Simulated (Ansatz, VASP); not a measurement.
Two plane-wave programs on NbSnTe4

File INCAR:

```
SYSTEM = NbSnTe4
ALGO = Normal ; EDIFF = 1E-7
EDIFFG = -0.04 ; ENCUT = 600
GGA = PE ; IBRION = 2
ISIF = 3 ; ISMEAR = 0
LASPH = .True. ; LCHARG = .False.
LREAL = .False. ; LWAVE = .False.
NELM = 60 ; NSW = 90
PREC = Accurate ; SIGMA = 0.1
```

Contents of KPOINTS:

```
k-points
0
Gamma
  3 3 4
  0 0 0
```

Contents of POSCAR:

```
NbSnTe4
1.0
    6.5846349800      0.0000000000      0.0000000000
   -3.2923174900      5.7024611700      0.0000000000
    0.0000000000      0.0000000000      5.0284179000
Nb Sn Te
1 1 4
Direct
    0.0000000000      0.0000000000      0.0000000000
    0.6666666700      0.3333333300      0.0000000000
    0.3333333300      0.6666666700      0.0000000000
    0.6626386400      0.8313193200      0.5000000000
    0.1686806800      0.8313193200      0.5000000000
    0.1686806800      0.3373613600      0.5000000000
```

Input for Ansatz:

```yaml
crystal:
  lattice:
    - [6.58463498, 0.0, 0.0]
    - [-3.29231749, 5.70246117, 0.0]
    - [0.0, 0.0, 5.0284179]
  atoms:
    - { symbol: Nb, position: [0.0, 0.0, 0.0] }
    - { symbol: Sn, position: [0.66666667, 0.33333333, 0.0] }
    - { symbol: Te, position: [0.33333333, 0.66666667, 0.0] }
    - { symbol: Te, position: [0.66263864, 0.83131932, 0.5] }
    - { symbol: Te, position: [0.16868068, 0.83131932, 0.5] }
    - { symbol: Te, position: [0.16868068, 0.33736136, 0.5] }
basis:
  ecutwfc: 420
kpoints:
  mp_grid: { grid: [3, 3, 4] }
hamiltonian:
  xc: pbe
scf:
  occupations: { method: gaussian, width: 0.1 }
  lower_state_search: "off"
output:
  forces: true
  stress: true
  eigenvalues: true
relax:
  adjacent_minimum: "off"
  f_tol: 0.04
  max_steps: 70
  cell: { stress_tol: 0.4 }
```

Change from the starting cell: species swapped into the TbAlNi4 type (P-6m2, No. 187).

Alike in both runs: task relaxation of cell and atoms; functional PBE; k mesh 3 × 3 × 4; occupations gaussian, width 0.1 eV; no spin polarisation.

|  | VASP | Ansatz |
| --- | --- | --- |
| version | VASP 6.6.1 | Ansatz 0.2.0 |
| potentials or method | VASP PAW PBE potentials, release 64 (Nb_sv, Sn_d, Te), cutoff 600 eV | scalar-relativistic, plane waves, PAW |
| valence electrons in the cell | 51 | 91 |

Ansatz gave:

* gap on the k mesh at the Fermi level, each at its own relaxed structure (eV): none
* relaxed volume (Å³/atom): 29.29
* relaxed cell length with the largest relative difference (Å): 6.407

Question: Estimate VASP's values.

Answer: gap on the k mesh at the Fermi level, each at its own relaxed structure (eV): none; relaxed volume (Å³/atom): 29.02; relaxed cell length with the largest relative difference (Å): 6.352.

A gap of «none» marks a metal or a gap that the smearing closes. VASP's potentials hold 51 valence electrons a cell and Ansatz's 91, so a difference there can come from the potentials and not from the codes.

The k mesh is coarse, so the values compare programs but aren't converged. Neither program's run includes spin-orbit coupling.
